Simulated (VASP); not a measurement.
Set up this calculation in VASP 6.6.1, as the native input.

- Task: single point
- Functional: PBE
- Potentials or basis: VASP PAW PBE potentials, release 64 (Sr_sv, Ti_sv, O)
- Cutoff: 520 eV
- k mesh: 8 × 8 × 8
- Occupations: gaussian, width 0.05 eV
- Spin: no spin polarisation
- Dipole correction: no
- Further INCAR settings: ALGO = Normal; EDIFF = 1e-07; NBANDS = 28

The structure of SrTiO3 lies in POSCAR:

```
SrTiO3
1.0
    3.9364094381      0.0000000000      0.0000000000
    0.0000000000      3.9364094381      0.0000000000
    0.0000000000      0.0000000000      3.9364094381
Sr Ti O
1 1 3
Direct
   -0.0445445446      0.0000000000      0.0000000000
    0.5746651112      0.5000000000      0.5000000000
   -0.0040591416      0.5000000000      0.5000000000
    0.5123114046      0.0000000000      0.5000000000
    0.5123114046      0.5000000000      0.0000000000
```

This cell differs from its parent crystal: atoms displaced along a vibrational mode.

One way to write it, as run:

INCAR

```
SYSTEM = SrTiO3
PREC     = Accurate       ! precision mode
ENCUT    = 520            ! plane-wave cutoff, eV
EDIFF    = 1E-7           ! SCF threshold, eV
ISMEAR   = 0              ! smearing method
SIGMA    = 0.05           ! smearing width, eV
LREAL    = .FALSE.        ! projectors in reciprocal space
LASPH    = .TRUE.         ! aspherical terms in the spheres
NELM     = 80             ! most SCF steps
ALGO     = Normal         ! electronic algorithm
ISIF     = 2              ! what is computed and relaxed
LWAVE    = .FALSE.        ! write WAVECAR
LCHARG   = .FALSE.        ! write CHGCAR
GGA      = PE             ! functional
NBANDS   = 28             ! bands
```

KPOINTS

```
regular mesh
0
G
  8 8 8
  0 0 0
```

Potentials or basis: VASP PAW PBE potentials, release 64 (Sr_sv, Ti_sv, O).

Launch:

```sh
$ cat potpaw_PBE.64/Sr_sv/POTCAR potpaw_PBE.64/Ti_sv/POTCAR potpaw_PBE.64/O/POTCAR > POTCAR
$ mpirun -np 1 vasp_std > vasp.out
```

It gave:

```yaml
Pressure: 10.1 GPa
Largest_force: 5.287 eV/Å
Band_gap_on_the_k_mesh: 1.91 eV (least direct gap 2.55 eV)
```

Caveat: the cell differs from its parent crystal (atoms displaced along a vibrational mode); the cell stands under pressure; forces of over 1 eV/Å act on the atoms, so gaps and moduli don't describe the material at rest.

Run time: 60 s on 1 thread of Intel(R) Xeon(R) 6975P-C (Granite Rapids), with other jobs on the host, peak memory 0.26 GiB.
